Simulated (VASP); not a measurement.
## LiReS2: relaxation of cell and atoms with PBE

LiReS2:

```
CELL_PARAMETERS angstrom
1.76693 1.02014 6.21769
-1.76693 1.02014 6.21769
0.00000 -2.04027 6.21769
ATOMIC_POSITIONS crystal
Li 0.00000 0.00000 0.00000
Re 0.50000 0.50000 0.50000
S 0.22200 0.22200 0.22200
S 0.77800 0.77800 0.77800
```

```yaml
Program: VASP 6.6.1
Task: relaxation of cell and atoms
Functional: PBE
Potentials_or_basis: VASP PAW PBE potentials, release 64 (Li_sv, Re, S)
Cutoff: 600 eV
k_mesh: 6 × 6 × 6
Occupations: gaussian, width 0.1 eV
Spin: no spin polarisation
Dipole_correction: no
Further_INCAR_settings: ALGO = Normal; EDIFF = 1e-06; IBRION = 2; EDIFFG = -0.04; NSW = 90; ISIF = 3
```

The relaxed volume is 16.14 Å³/atom. The relaxed cell is a = 6.065 Å, b = 6.065 Å, c = 6.065 Å, α = 34.71°, β = 34.71°, γ = 34.71°. The space group after relaxing (to 0.1 Å) is R-3m (No. 166), the energy gained by relaxing is 295.1 meV/atom and the ionic steps are 17. The pressure after relaxing is 0.0 GPa and the largest force after relaxing is 0.003 eV/Å. The band gap on the k mesh is zero (bands 11 and 12 overlap by 0.44 eV).

Forces in eV/Å, atoms in the order of the input:
```
Li   0.000  0.000  0.000
Re   0.000  0.000  0.000
S    0.000  0.000  0.003
S    0.000  0.000 -0.003
```

The path:
```
step  energy change (eV)  largest force (eV/Å)  pressure (GPa)  volume (Å³)
   1              0.0000                4.0480           20.11        67.24
   2              0.3291                1.3338          -16.69        89.83
   3             -0.8058                0.8220           -3.89        76.08
   4             -0.8084                0.9382           -3.10        75.62
   5             -0.8085                0.9827           -2.79        75.45
   6             -0.9346                0.8334           -2.11        73.02
   7             -1.1454                0.3689            1.19        66.04
   8             -1.1556                0.2998            2.50        64.12
   9             -1.1228                0.6154           -4.67        66.13
  10             -1.1698                0.0421           -0.22        64.82
  11             -1.1727                0.0635           -0.04        64.63
  12             -1.1785                0.0577            0.46        64.04
  13             -1.1785                0.0434            0.58        63.90
  14             -1.1784                0.0898           -0.32        64.31
  15             -1.1790                0.0680            0.15        64.09
  16             -1.1796                0.0479            0.12        64.22
  17             -1.1803                0.0032            0.02        64.56
```

Final structure:
```
Li Re S
1.0
     1.80928    1.04459    5.69359
    -1.80928    1.04459    5.69359
     0.00000   -2.08918    5.69359
Li Re S
1 1 2
Direct
  0.00000 0.00000 0.00000
  0.50000 0.50000 0.50000
  0.23911 0.23911 0.23911
  0.76089 0.76089 0.76089
```

Levels at points of the mesh, in eV from the Fermi level:
| k point | band 9 | band 10 | band 11 | band 12 | band 13 | band 14 |
| --- | --- | --- | --- | --- | --- | --- |
| (0.00, 0.00, 0.00) | -1.85 | -1.46 | -1.46 | -0.18 | 3.08 | 3.08 |
| (0.50, 0.00, 0.00) | -3.41 | -1.19 | -0.21 | -0.16 | 2.57 | 3.10 |
| (0.50, 0.50, 0.00) | -3.18 | -1.64 | -0.17 | -0.13 | 3.37 | 3.40 |
| (0.50, 0.50, 0.50) | -2.09 | -1.46 | -1.46 | -0.14 | 3.02 | 3.02 |

Run time: 21 min on 1 thread of Intel(R) Xeon(R) 6975P-C (Granite Rapids), with other jobs on the host, peak memory 0.46 GiB.

Caveat: the cutoff is under 1.25 times the usual one of these potentials, so pressure, stress and relaxed cells hold a basis-set (Pulay) error; spin-orbit coupling is left out, which moves the levels of the heavy elements.
